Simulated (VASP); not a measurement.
# CeGeHO (P4/nmm) in VASP: single point with r2SCAN

Aim: the single point of CeGeHO with r2SCAN.

Everything below comes from runs of VASP 6.6.1. Logs are shortened: lines on timing, memory, paths and dates and some standing lists are left out, and cuts for length are marked.

**1. The cell of the first run**

Symmetry: P4/nmm, No. 129, tetragonal system. Conventional cell: a = 3.937 Å, b = 3.937 Å, c = 7.538 Å, α = 90.00°, β = 90.00°, γ = 90.00°. Ce (site symmetry 4mm) has 4 H at 2.35 Å and 4 Ge at 3.05 Å and 4 O at 3.17 Å within 3.2 Å. Within 3.3 Å of H (site symmetry -4m2) lie 4 Ce at 2.35 Å and 4 H at 2.78 Å and 4 Ge at 3.21 Å. Ge (site symmetry 4mm) has 4 O at 2.33 Å and 4 Ce at 3.05 Å and 4 H at 3.21 Å within 3.3 Å. O (site symmetry -4m2) has 4 Ge at 2.33 Å and 4 O at 2.78 Å and 4 Ce at 3.17 Å within 3.2 Å.

**2. Single point, r2SCAN**

The input, POSCAR:

```
CeGeHO
1.0
    3.9371430000      0.0000000000      0.0000000000
    0.0000000000      3.9371430000      0.0000000000
    0.0000000000      0.0000000000      7.5380690000
Ce H Ge O
2 2 2 2
Direct
    0.2500000000      0.2500000000      0.6709000000
    0.7500000000      0.7500000000      0.3291000000
    0.2500000000      0.7500000000      0.5000000000
    0.7500000000      0.2500000000      0.5000000000
    0.2500000000      0.2500000000      0.1643000000
    0.7500000000      0.7500000000      0.8357000000
    0.7500000000      0.2500000000      0.0000000000
    0.2500000000      0.7500000000      0.0000000000
```

The input, INCAR.step1:

```
ALGO = Normal ; EDIFF = 1E-4
ENCUT = 520 ; GGA = PE
ISMEAR = -1 ; LASPH = T
LCHARG = F ; LREAL = F
LWAVE = T ; NBANDS = 43
NELM = 100 ; PREC = Accurate
SIGMA = 0.1
```

The input, INCAR.step2:

```
ALGO = Normal ; EDIFF = 1E-6
ENCUT = 520 ; ISIF = 2
ISMEAR = -1 ; ISTART = 1
LASPH = T ; LCHARG = T
LELF = T ; LMIXTAU = T
LREAL = F ; LVHAR = T
LWAVE = F ; METAGGA = R2SCAN
NBANDS = 43 ; NELM = 100
PREC = Accurate ; SIGMA = 0.1
```

The input, KPOINTS:

```
k-points
0
Gamma
  6 6 3
```

Potentials or basis: VASP PAW PBE potentials, release 64 (Ce, H, Ge_d, O).

Run with:

```console
$ cat potpaw_PBE.64/Ce/POTCAR potpaw_PBE.64/H/POTCAR potpaw_PBE.64/Ge_d/POTCAR potpaw_PBE.64/O/POTCAR > POTCAR
$ cp INCAR.step1 INCAR
$ mpirun -np 1 vasp_std > vasp.out
$ cp INCAR.step2 INCAR
$ mpirun -np 1 vasp_std > vasp.out
```

OUTCAR:

```text
EDIFF = 1E-6
   ENCUT = 520
   ISIF = 2
   ISMEAR = -1
   ISTART = 1
   LASPH = T
   LREAL = F
   METAGGA = R2SCAN
   NELM = 100
   PREC = Accurate

 ion  position               nearest neighbor table
   1  0.250  0.250  0.671-
   2  0.750  0.750  0.329-
   3  0.250  0.750  0.500-
   4  0.750  0.250  0.500-
   5  0.250  0.250  0.164-   7 2.33   8 2.33   8 2.33   7 2.33
   6  0.750  0.750  0.836-   7 2.33   8 2.33   7 2.33   8 2.33
   7  0.750  0.250  0.000-   5 2.33   6 2.33   6 2.33   5 2.33
   8  0.250  0.750  0.000-   5 2.33   6 2.33   5 2.33   6 2.33

  LATTYP: Found a simple tetragonal cell.
 ALAT       =     3.9371430000
 C/A-ratio  =     1.9146038130

  Lattice vectors:

 A1 = (   3.9371430000,   0.0000000000,   0.0000000000)
 A2 = (   0.0000000000,   3.9371430000,   0.0000000000)
 A3 = (   0.0000000000,   0.0000000000,   7.5380690000)

Analysis of symmetry for initial positions (statically):
=====================================================================
 Subroutine PRICEL returns:
 Original cell was already a primitive cell.

 Routine SETGRP: Setting up the symmetry group for a
 simple tetragonal supercell.

 Subroutine GETGRP returns: Found 16 space group operations
 (whereof  4 operations were pure point group operations)
 out of a pool of 16 trial point group operations.

The static configuration has the point symmetry C_2h.
 The point group associated with its full space group is D_4h.

Analysis of symmetry for dynamics (positions and initial velocities):
=====================================================================
 Subroutine PRICEL returns:
 Original cell was already a primitive cell.

 Routine SETGRP: Setting up the symmetry group for a
 simple tetragonal supercell.

 Subroutine GETGRP returns: Found 16 space group operations
 (whereof  4 operations were pure point group operations)
 out of a pool of 16 trial point group operations.

The dynamic configuration has the point symmetry C_2h.
 The point group associated with its full space group is D_4h.

 Subroutine INISYM returns: Found 16 space group operations
[... 101 lines left out ...]
   LASPH  =      T    aspherical Exc in radial PAW
   ENCUT  =  520.0 eV  38.22 Ry    6.18 a.u.   7.32  7.32 14.02*2*pi/ulx,y,z
   NELM   =    100;   NELMIN=  2; NELMDL=  0     # of ELM steps
   EDIFF  = 0.1E-05   stopping-criterion for ELM
   LREAL  =      F    real-space projection
   EDIFFG = 0.1E-04   stopping-criterion for IOM
   NSW    =      0    number of steps for IOM
   IBRION =     -1    ionic relax: 0-MD 1-quasi-New 2-CG
   NFREE  =      0    steps in history (QN), initial steepest desc. (CG)
   ISIF   =      2    stress and relaxation
   ISYM   =      2    0-nonsym 1-usesym 2-fastsym
   POTIM  = 0.5000    time-step for ionic-motion
   TEBEG  =    0.0;   TEEND  =   0.0 temperature during run
   PSTRESS=    0.0 pullay stress
   NELECT =      66.0000    total number of electrons
   NUPDOWN=      -1.0000    fix difference up-down
   EMIN   =  10.00;   EMAX   =-10.00  energy-range for DOS
   EFERMI =   0.00;   METHOD = LEGACY
   ISMEAR =    -1;   SIGMA  =   0.10  broadening in eV -4-tet -1-fermi 0-gaus
   EFERMI_NEDOS =   21; number of points for ismear=-14 and -15
   IALGO  =     38    algorithm
   IMIX   =      4    mixing-type and parameters
     AMIX     =   0.40;   BMIX     =  1.00
     AMIX_MAG =   1.60;   BMIX_MAG =  1.00
  volume/ion in A,a.u.               =      14.61        98.57
  Fermi-wavevector in a.u.,A,eV,Ry     =   1.353262  2.557295 24.916605  1.831319
  Thomas-Fermi vector in A             =   2.480532
   LORBIT       =      0    0 simple, 1 ext, 2 COOP (PROOUT), +10 PAW based schemes
   METAGGA = R2SCAN    functional components
   LHFCALC =     F    Hartree Fock is set to
   AEXX    =    0.0000 exact exchange contribution
   IVDW    =     0    specifies the selected vdW correction
   LEPSILON=     F    determine dielectric tensor
   LRPA    =     F    only Hartree local field effects (RPA)
 non-spin polarized calculation
  energy-cutoff  :      520.00
  volume of cell :      116.85
 maximum number of plane-waves:      3181
 NGX is ok and might be reduce to    30
   NGX = 15   NGY = 15   NGZ = 29

 number of electron      66.0000034 magnetization

 Free energy of the ion-electron system (eV)
  ---------------------------------------------------
  ext. energy  EPLUGINS =         0.00000000
  ---------------------------------------------------
  free energy    TOTEN  =      -112.83073936 eV

  energy without entropy =     -112.37842576  energy(sigma->0) =     -112.60458256

 E-fermi :   7.4148     XC(G=0): -11.7691

 val. band max:        7.4057640662   @ k =   0.3333   0.1667   0.0000
 cond. band min:       7.4159275680   @ k =   0.5000   0.3333   0.0000
 fundamental gap:      0.0101635019
 Fermi energy:         7.4147728038

 k-point     1 :       0.0000    0.0000    0.0000
  band No.  band energies     occupation
      1     -28.7831      2.00000
      2     -28.6792      2.00000
      3     -18.5374      2.00000
      4     -18.5331      2.00000
      5     -18.5301      2.00000
      6     -18.5301      2.00000
[... 909 lines left out ...]
     42       8.0249      0.00447
     43       8.0253      0.00445

------------------------ aborting loop because EDIFF is reached ----------------------------------------

  FORCE on cell =-STRESS in cart. coord.  units (eV):
  Direction    XX          YY          ZZ          XY          YZ          ZX
  --------------------------------------------------------------------------------------
  -------------------------------------------------------------------------------------
  Total       -0.6269819     -0.6269819     -6.4279918     -0.0000000     -0.0000000      0.0000000
  in kB       -8.5969240     -8.5969240    -88.1380443     -0.0000000     -0.0000000      0.0000000
  external PRESSURE =     -35.1106308 kB  Pullay stress =       0.0000000 kB

 VOLUME and BASIS-vectors are now :
 -----------------------------------------------------------------------------
  energy-cutoff  :      520.00
  volume of cell :      116.85
      direct lattice vectors                 reciprocal lattice vectors
     3.937143000  0.000000000  0.000000000     0.253991283  0.000000000  0.000000000
     0.000000000  3.937143000  0.000000000     0.000000000  0.253991283  0.000000000
     0.000000000  0.000000000  7.538069000     0.000000000  0.000000000  0.132659969

 POSITION                                       TOTAL-FORCE (eV/Angst)
 -----------------------------------------------------------------------------------
      0.98429      0.98429      5.05729        -0.000000     -0.000000      1.045236
      2.95286      2.95286      2.48078         0.000000      0.000000     -1.045236
      0.98429      2.95286      3.76903         0.000000     -0.000000     -0.000000
      2.95286      0.98429      3.76903        -0.000000     -0.000000     -0.000000
      0.98429      0.98429      1.23850         0.000000      0.000000     -0.516541
      2.95286      2.95286      6.29956        -0.000000     -0.000000      0.516541
      2.95286      0.98429      0.00000         0.000000      0.000000     -0.000000
      0.98429      2.95286      0.00000         0.000000     -0.000000     -0.000000
 -----------------------------------------------------------------------------------
    total drift:                                0.000000      0.000000     -0.000000

  FREE ENERGIE OF THE ION-ELECTRON SYSTEM (eV)
  ---------------------------------------------------
  free  energy   TOTEN  =      -112.8307393566 eV

  energy  without entropy=     -112.3784257615  energy(sigma->0) =     -112.60458256
```

OUTCAR.step1:

```text
EDIFF = 1E-4
   ENCUT = 520
   GGA = PE
   ISMEAR = -1
   LASPH = T
[... 1159 lines left out ...]
      0.98429      0.98429      1.23850         0.000000     -0.000000     -0.559722
      2.95286      2.95286      6.29956        -0.000000      0.000000      0.559722
      2.95286      0.98429      0.00000        -0.000000     -0.000000      0.000000
      0.98429      2.95286      0.00000        -0.000000     -0.000000      0.000000
 -----------------------------------------------------------------------------------
    total drift:                                0.000000      0.000000     -0.000000

  FREE ENERGIE OF THE ION-ELECTRON SYSTEM (eV)
  ---------------------------------------------------
  free  energy   TOTEN  =       -42.2018534311 eV

  energy  without entropy=      -41.7124375596  energy(sigma->0) =      -41.95714550
```

Wall time 13 min (1 thread of Intel Xeon Platinum 8259CL at 2.50GHz (Skylake/Cascade Lake), shared host); peak memory 0.3 GiB.

Results:

```
Free energy            : -112.8307 eV
Pressure               : -3.5 GPa
Largest force          : 1.045 eV/Å
Band gap on the k mesh : zero (bands 33 and 34 overlap by 0.64 eV)
```

Forces in eV/Å, atoms in the order of the input:
```
Ce   0.000  0.000  1.045
Ce   0.000  0.000 -1.045
H    0.000  0.000  0.000
H    0.000  0.000  0.000
Ge   0.000  0.000 -0.517
Ge   0.000  0.000  0.517
O    0.000  0.000  0.000
O    0.000  0.000  0.000
```

Caveat: the stress differs along the axes, from -9 to -1 GPa; the PAW data sets were made with another functional, which shifts forces and pressure a little; spin-orbit coupling is left out, which moves the levels of the heavy elements; the run has no spin polarisation, though such a crystal can be magnetic; semilocal functionals describe open f shells poorly, which spoils levels, moments and volumes.
